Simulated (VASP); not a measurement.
Write the native input for VASP 6.6.1 that does the following.

* Task: single point
* Functional: PBE
* Potentials or basis: VASP PAW PBE potentials, release 64 (Fe)
* Cutoff: 520 eV
* k mesh: 17 × 17 × 17
* Occupations: fermi-dirac, width 0.03 eV
* Spin: collinear spin, ferromagnetic start
* Starting moments: [3.0] μB
* Dipole correction: no
* Further INCAR settings: ALGO = Normal; EDIFF = 1e-06; NBANDS = 14

The structure of Fe lies in POSCAR:

```
Fe
1.0
    0.0000000000      1.8277755852      1.8277755852
    1.8277755852      0.0000000000      1.8277755852
    1.8277755852      1.8277755852      0.0000000000
Fe
1
Direct
    0.0000000000      0.0000000000      0.0000000000
```

One way to write it, as run:

INCAR

```
ALGO = Normal
EDIFF = 1E-6
ENCUT = 520
GGA = PE
ISIF = 2
ISMEAR = -1
ISPIN = 2
LASPH = T
LCHARG = F
LMAXMIX = 4
LORBIT = 11
LREAL = F
LWAVE = F
MAGMOM = 3
NBANDS = 14
NELM = 150
PREC = Accurate
SIGMA = 0.03
```

KPOINTS

```
k-points
0
Gamma
  17 17 17
```

Potentials or basis: VASP PAW PBE potentials, release 64 (Fe).

Command:

```bash
$ cat potpaw_PBE.64/Fe/POTCAR > POTCAR
$ mpirun -np 1 vasp_std > vasp.out
```

Results of the run:

```json
{
 "Pressure": "-2.1 GPa",
 "Net moment": "2.62 μB per cell",
 "Site moments": "Fe +2.62 μB",
 "Valence electrons inside the program's atomic spheres": "Fe 7.13"
}
```

It took 27 s on 1 thread of Intel(R) Xeon(R) 6975P-C (Granite Rapids), with other jobs on the host, peak memory 0.16 GiB.
